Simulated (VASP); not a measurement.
Here is a VASP 6.6.1 calculation.

INCAR

```
SYSTEM = Mg
PREC = Accurate
ENCUT = 520
EDIFF = 1E-7
ISMEAR = -1
SIGMA = 0.03
LREAL = .FALSE.
LASPH = .TRUE.
NELM = 100
ALGO = Normal
ISIF = 2
LWAVE = .FALSE.
LCHARG = .FALSE.
GGA = CA
NBANDS = 7
```

KPOINTS

```
regular mesh
0
G
  16 16 16
  0 0 0
```

POSCAR

```
Mg
1.0
    0.0000000000      2.3115836800      2.2442560000
    2.3115836800      0.0000000000      2.2442560000
    2.3115836800      2.3115836800      0.0000000000
Mg
1
Direct
    0.0000000000      0.0000000000      0.0000000000
```

Potentials or basis: VASP PAW LDA potentials, release 64 (Mg).

Run with:

```sh
$ cat potpaw_LDA.64/Mg/POTCAR > POTCAR
$ mpirun -np 1 vasp_std > vasp.out
```

Question: Estimate the pressure.

Answer: -3.4 GPa.

Question: What does it give for the band gap on the k mesh?

Answer: Zero (bands 1 and 2 overlap by 2.70 eV).

Stress tensor (GPa, compression positive):
```
-3.38  0.00  0.00
 0.00 -3.38  0.00
 0.00  0.00 -3.46
```

Caveat: the cell differs from its parent crystal (equal xx and yy strain of +3 %); the cell stands under tension.
